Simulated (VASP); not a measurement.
# Ti: single point with PBEsol

Ti:

```
Ti
1.0
    -1.60491    1.60491    1.60491
     1.60491   -1.60491    1.60491
     1.60491    1.60491   -1.60491
Ti
1
Direct
  0.00000 0.00000 0.00000
```

```
Program                : VASP 6.6.1
Task                   : single point
Functional             : PBEsol
Potentials or basis    : VASP PAW PBE potentials, release 64 (Ti_sv)
Cutoff                 : 520 eV
k mesh                 : 18 × 18 × 18
Occupations            : gaussian, width 0.1 eV
Spin                   : no spin polarisation
Dipole correction      : no
Further INCAR settings : ALGO = Normal; EDIFF = 1e-06; NBANDS = 12
```

```
Pressure               : -0.2 GPa
Band gap on the k mesh : zero (band 6 reaches 9.50 eV, above the bottom of band 7 at 7.89 eV)
```

Levels at points of the mesh, in eV from the Fermi level:
```csv
k point,band 2,band 3,band 4,band 5,band 6,band 7,band 8,band 9,band 10,band 11
"(0.00, 0.00, 0.00)",-32.09,-32.09,-32.09,-6.05,1.03,1.03,1.03,2.91,2.91,17.77
"(0.50, 0.00, 0.00)",-32.89,-32.34,-32.10,-2.58,-0.45,1.31,2.91,3.28,4.56,9.33
"(0.50, 0.50, 0.50)",-32.63,-32.63,-32.63,-2.27,-2.27,4.18,4.18,4.18,8.76,8.76
```

It took 17 s on 1 thread of Intel(R) Xeon(R) 6975P-C (Granite Rapids), with other jobs on the host, peak memory 0.16 GiB.

Caveat: the PAW data sets were made with another functional, which shifts forces and pressure a little.
